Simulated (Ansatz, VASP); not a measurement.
## Two plane-wave programs on Ta6F

The input INCAR:

```
SYSTEM = Ta6F
PREC = Accurate
ENCUT = 520
EDIFF = 1E-6
ISMEAR = 0
SIGMA = 0.1
LREAL = .FALSE.
LASPH = .TRUE.
NELM = 150
ALGO = Normal
ISIF = 2
LWAVE = .FALSE.
LCHARG = .TRUE.
ISPIN = 2
MAGMOM = 0 0 0 0 0 0 1
LORBIT = 11
LMAXMIX = 4
LDIPOL = .TRUE.
IDIPOL = 3
DIPOL = 0.5 0.5 0.326
GGA = CA
LELF = .TRUE.
LVHAR = .TRUE.
LVACPOTAV = .TRUE.
NBANDS = 50
```

Contents of KPOINTS:

```
regular mesh
0
G
  6 6 1
  0 0 0
```

File POSCAR:

```
Ta6F
1.0
    4.6002247516      0.0000000000      0.0000000000
   -2.3001123758      3.9839114980      0.0000000000
    0.0000000000      0.0000000000     21.4017722141
Ta F
6 1
Direct
    0.6666666667      0.3333333333      0.1869004099
    0.3333333333      0.6666666667      0.2307760729
    0.0000000000      0.0000000000      0.2746517360
    0.6666666667      0.3333333333      0.3157775353
    0.3333333333      0.6666666667      0.3543568624
    0.0000000000      0.0000000000      0.3925736677
    0.6666666667     -0.6666666667      0.5248057078
```

Input for Ansatz:

```yaml
crystal:
  lattice:
    - [4.6002247516, 0.0, 0.0]
    - [-2.3001123758, 3.983911498, 0.0]
    - [0.0, 0.0, 21.4017722141]
  atoms:
    - { symbol: Ta, position: [0.6666666667, 0.3333333333, 0.1869004099] }
    - { symbol: Ta, position: [0.3333333333, 0.6666666667, 0.2307760729] }
    - { symbol: Ta, position: [0.0, 0.0, 0.274651736] }
    - { symbol: Ta, position: [0.6666666667, 0.3333333333, 0.3157775353] }
    - { symbol: Ta, position: [0.3333333333, 0.6666666667, 0.3543568624] }
    - { symbol: Ta, position: [0.0, 0.0, 0.3925736677] }
    - { symbol: F, position: [0.6666666667, -0.6666666667, 0.5248057078], spin: 1.0 }
basis:
  ecutwfc: 420
kpoints:
  mp_grid: { grid: [6, 6, 1] }
hamiltonian:
  xc: lda
  pseudopotentials: { kind: paw, azcp: { folder: soft_1 } }
scf:
  occupations: { method: gaussian, width: 0.1 }
output:
  forces: true
  eigenvalues: true
  populations: true
  write_density: true
  write_potential: true
  elf: true
  volumetric_format: npy
magnetization:
  spin_polarized: true
efield:
  axis: 3
  dipole_correction: true
  ramp_width: 0.04
```

Alike in both runs: task single point; functional LDA; k mesh 6 × 6 × 1; occupations gaussian, width 0.1 eV; collinear spin.

```csv
,VASP,Ansatz
version,VASP 6.6.1,Ansatz 0.2.0
potentials or method,"VASP PAW LDA potentials, release 64 (Ta_pv, F), cutoff 520 eV","scalar-relativistic, plane waves, PAW"
valence electrons in the cell,73,85
```

```csv
,VASP,Ansatz,Ansatz less VASP
gap on the k mesh at the Fermi level (eV),none,none,-
rms of the force components (eV/Å),0.867,0.834,-0.0333
net moment per atom (μB),0.00,0.07,+0.065
size of the moment on the site where the two differ most (μB),0.00,0.46,+0.459
"work function, face that differs most (eV)",10.13,9.84,-0.288
```

Ansatz warns that its potentials were made for another functional, while VASP's fit it. LDA's correlation is that of Perdew and Zunger in VASP and of Perdew and Wang (1992) in Ansatz. Site moments also hang on the region over which each program counts them. Atom by atom the forces differ by 0.059 eV/Å (rms over components). A gap of «none» marks a metal or a gap that the smearing closes. VASP's potentials hold 73 valence electrons a cell and Ansatz's 85, so a difference there can come from the potentials and not from the codes. Ansatz's warnings: xc potential rough in thin density.

Neither program's run includes spin-orbit coupling.
